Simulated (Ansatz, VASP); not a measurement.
## Ta2N: VASP beside Ansatz

INCAR

```
SYSTEM = Ta2N
  PREC = Accurate
  ENCUT = 520
  EDIFF = 1E-6
  ISMEAR = 0
  SIGMA = 0.15
  LREAL = .False.
  LASPH = .True.
  NELM = 80
  ALGO = Normal
  ISIF = 2
  LWAVE = .False.
  LCHARG = .True.
  LELF = .True.
  LVHAR = .True.
  NBANDS = 20
```

KPOINTS

```
regular mesh
0
Gamma
  18 18 10
  0 0 0
```

POSCAR

```
Ta2N
1.0
    3.1694949006      0.0000000000      0.0000000000
   -1.5847474503      2.7448631011      0.0000000000
    0.0000000000      0.0000000000      4.8249220872
Ta N
2 1
Direct
    0.6666666667      0.3333333333      0.7466885012
    0.3333333333      0.6666666667      0.2533114988
    0.0000000000      0.0000000000      0.0000000000
```

Input for Ansatz:

```yaml
crystal:
  lattice:
    - [3.1694949006, 0.0, 0.0]
    - [-1.5847474503, 2.7448631011, 0.0]
    - [0.0, 0.0, 4.8249220872]
  atoms:
    - { symbol: Ta, position: [0.6666666667, 0.3333333333, 0.7466885012] }
    - { symbol: Ta, position: [0.3333333333, 0.6666666667, 0.2533114988] }
    - { symbol: "N", position: [0.0, 0.0, 0.0] }
basis:
  ecutwfc: 520.0
kpoints:
  mp_grid: { grid: [18, 18, 10] }
hamiltonian:
  xc: lda
  pseudopotentials: { kind: paw, azcp: { folder: soft_1 } }
scf:
  occupations: { method: gaussian, width: 0.15 }
output:
  forces: true
  stress: true
  eigenvalues: true
```

Alike in both runs: task single point; functional LDA; k mesh 18 × 18 × 10; occupations gaussian, width 0.15 eV; no spin polarisation.

|  | VASP | Ansatz |
| --- | --- | --- |
| version | VASP 6.6.1 | Ansatz 0.2.0 |
| potentials or method | VASP PAW LDA potentials, release 64 (Ta_pv, N), cutoff 520 eV | scalar-relativistic, plane waves, PAW |
| valence electrons in the cell | 27 | 31 |

VASP gave:

- gap on the k mesh at the Fermi level (eV): none
- pressure (GPa): -19.3
- traceless stress, the component that is largest in VASP (GPa): 3.29
- rms of the force components (eV/Å): 0.280

Question: Which values does Ansatz return?

Answer: gap on the k mesh at the Fermi level (eV): none; pressure (GPa): -20.5; traceless stress, the component that is largest in VASP (GPa): 3.36; rms of the force components (eV/Å): 0.298.

Ansatz warns that its potentials were made for another functional, while VASP's fit it. LDA's correlation is that of Perdew and Zunger in VASP and of Perdew and Wang (1992) in Ansatz. Atom by atom the forces differ by 0.018 eV/Å (rms over components). A gap of «none» marks a metal or a gap that the smearing closes. VASP's potentials hold 27 valence electrons a cell and Ansatz's 31, so a difference there can come from the potentials and not from the codes.

Neither program's run includes spin-orbit coupling.
